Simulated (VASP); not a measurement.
Sb, 2 atoms in the cell. It takes space group P6_3/mmc (No. 194, hexagonal). Conventional cell: a = 3.268 Å, b = 3.268 Å, c = 5.330 Å, α = 90.00°, β = 90.00°, γ = 120.00°. Sb (site symmetry -6m2) has 12 Sb at 3.27 Å within 4.3 Å. This isn't the form of Sb at room conditions, which is rhombohedral. This cell differs from its parent crystal: equal xx and yy strain of -3 %.

- Program: VASP 6.6.1
- Task: single point
- Functional: PBEsol
- Potentials or basis: VASP PAW PBE potentials, release 64 (Sb)
- Cutoff: 520 eV
- k mesh: 12 × 12 × 7
- Occupations: fermi-dirac, width 0.05 eV
- Spin: no spin polarisation
- Dipole correction: no
- Further INCAR settings: ALGO = Normal; EDIFF = 1e-06; NBANDS = 12

Potentials or basis: VASP PAW PBE potentials, release 64 (Sb).

Command:

```sh
$ cat potpaw_PBE.64/Sb/POTCAR > POTCAR
$ mpirun -np 1 vasp_std > vasp.out
```

Hardware: 1 thread of Intel Xeon 8259CL, on a shared host.

Task: How long does it take, and how much memory?

Result: Run time: 23 s on 1 thread of Intel Xeon 8259CL (shared host), peak memory 0.18 GiB. Counts: scf iterations 9, k points 76.
